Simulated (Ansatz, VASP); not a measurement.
Two plane-wave programs on Rb2NbTlF6

```
CELL_PARAMETERS angstrom
0.00000 4.78869 4.78869
4.78869 0.00000 4.78869
4.78869 4.78869 0.00000
ATOMIC_POSITIONS crystal
Rb 0.75000 0.75000 0.75000
Rb 0.25000 0.25000 0.25000
Nb 0.00000 0.00000 0.00000
Tl 0.50000 0.50000 0.50000
F 0.78511 0.21489 0.21489
F 0.21489 0.21489 0.78511
F 0.21489 0.78511 0.78511
F 0.21489 0.78511 0.21489
F 0.78511 0.21489 0.78511
F 0.78511 0.78511 0.21489
```

Alike in both runs: functional PBE; k mesh 4 × 4 × 4; no spin polarisation.

Ansatz relaxed the structure, and its values are those at the end. VASP's run is a single point on that final structure, the one shown.

|  | VASP | Ansatz |
| --- | --- | --- |
| version | VASP 6.6.1 | Ansatz 0.2.0 |
| potentials or method | VASP PAW PBE potentials, release 64 (Rb_sv, Nb_sv, Tl_d, F), cutoff 520 eV | plane waves, PAW |
| occupations | methfessel-paxton of order 1, width 0.1 eV | methfessel-paxton of order 1 |
| valence electrons in the cell | 86 | 86 |

VASP gave:

```
pressure (GPa)                     : -0.1
rms of the force components (eV/Å) : 0.013
```

Question: Estimate Ansatz's values.

Answer: Pressure (GPa): 0.0; rms of the force components (eV/Å): 0.001.

Neither program's run includes spin-orbit coupling.
